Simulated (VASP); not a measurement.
Input of a VASP 6.6.1 run:

Contents of INCAR:

```
SYSTEM = HfB2
PREC = Accurate
ENCUT = 600
EDIFF = 1E-6
ISMEAR = -1
SIGMA = 0.05
LREAL = .False.
LASPH = .True.
NELM = 100
ALGO = Normal
ISIF = 3
LWAVE = .False.
LCHARG = .False.
GGA = PE
IBRION = 2
NSW = 32
EDIFFG = -0.005
```

KPOINTS

```
regular mesh
0
Gamma
  13 13 10
  0 0 0
```

POSCAR

```
HfB2
1.0
    3.1451078224      0.0000000000      0.0000000000
   -1.5725539112      2.7237432718      0.0000000000
    0.0000000000      0.0000000000      3.4873792405
Hf B
1 2
Direct
    0.0000000000      0.0000000000      0.0000000000
    0.3333333333      0.6666666667      0.5000000000
    0.6666666667      0.3333333333      0.5000000000
```

Potentials or basis: VASP PAW PBE potentials, release 64 (Hf_pv, B).

Command:

```console
$ cat potpaw_PBE.64/Hf_pv/POTCAR potpaw_PBE.64/B/POTCAR > POTCAR
$ mpirun -np 1 vasp_std > vasp.out
```

Q: Predict the relaxed volume.

A: 9.94 Å³/atom.

Q: What does it give for the relaxed cell?

A: a = 3.143 Å, b = 3.143 Å, c = 3.486 Å, α = 90.00°, β = 90.00°, γ = 120.00°.

Q: What does it give for the band gap on the k mesh?

A: Zero (bands 8 and 9 overlap by 1.05 eV).

Q: What does it give for the space group after relaxing (to 0.1 Å)?

A: P6/mmm (No. 191).

Final structure:
```
Hf B
1.0
     3.14314    0.00000    0.00000
    -1.57157    2.72204    0.00000
     0.00000    0.00000    3.48643
Hf B
1 2
Direct
  0.00000 0.00000 0.00000
  0.33333 0.66667 0.50000
  0.66667 0.33333 0.50000
```

Caveat: spin-orbit coupling is left out, which moves the levels of the heavy elements.
